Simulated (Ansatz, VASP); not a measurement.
## BaOs3 in VASP and in Ansatz

```
Ba Os
1.0
     4.05695    0.00000    0.00000
     0.00000    4.05695    0.00000
     0.00000    0.00000    4.05695
Ba Os
1 3
Direct
  0.00000 0.00000 0.00000
  0.00000 0.50000 0.50000
  0.50000 0.50000 0.00000
  0.50000 0.00000 0.50000
```

Alike in both runs: task single point; functional PBEsol; k mesh 8 × 8 × 8; occupations gaussian, width 0.05 eV; no spin polarisation.

|  | VASP | Ansatz |
| --- | --- | --- |
| version | VASP 6.6.1 | Ansatz 0.2.0 |
| potentials or method | VASP PAW PBE potentials, release 64 (Ba_sv, Os), cutoff 520 eV | scalar-relativistic, plane waves, PAW |
| valence electrons in the cell | 34 | 58 |

|  | VASP | Ansatz | Ansatz less VASP |
| --- | --- | --- | --- |
| gap on the k mesh at the Fermi level (eV) | none | none | - |
| pressure (GPa) | 14.6 | 7.2 | -7.44 |

VASP's potentials were made for PBE, not for PBEsol. A gap of «none» marks a metal or a gap that the smearing closes. One of these differences is far larger than is usual between the two programs; its cause wasn't traced. VASP's potentials hold 34 valence electrons a cell and Ansatz's 58, so a difference there can come from the potentials and not from the codes.

Spin-orbit coupling is off throughout.
